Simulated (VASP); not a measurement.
A run of VASP 6.6.1:

File INCAR:

```
PREC     = Accurate       # precision mode
ENCUT    = 520            # plane-wave cutoff, eV
EDIFF    = 1E-7           # SCF threshold, eV
ISMEAR   = -1             # smearing method
SIGMA    = 0.05           # smearing width, eV
LREAL    = F              # projectors in reciprocal space
LASPH    = T              # aspherical terms in the spheres
NELM     = 80             # most SCF steps
ALGO     = Normal         # electronic algorithm
ISIF     = 2              # what is computed and relaxed
LWAVE    = F              # write WAVECAR
LCHARG   = T              # write CHGCAR
GGA      = PS             # functional
LELF     = T              # ELF
LVHAR    = T            
NBANDS   = 11             # bands
```

KPOINTS

```
regular mesh
0
Gamma
  7 7 7
```

POSCAR

```
Sr
1.0
    0.0000000000      2.9617013260      2.9617013260
    2.9617013260      0.0000000000      2.9617013260
    2.9617013260      2.9617013260      0.0000000000
Sr
1
Direct
    0.0000000000      0.0000000000      0.0000000000
```

Potentials or basis: VASP PAW PBE potentials, release 64 (Sr_sv).

Run with:

```console
$ cat potpaw_PBE.64/Sr_sv/POTCAR > POTCAR
$ mpirun -np 1 vasp_std > vasp.out
```

Hardware: 1 thread of AMD EPYC 9R45 (Zen 5) (shared host).

Q: How long does it take, and how much memory?

A: It took 6 s on 1 thread of AMD EPYC 9R45 (Zen 5), with other jobs on the host, peak memory 0.14 GiB. Counts: scf iterations 13, k points 20.
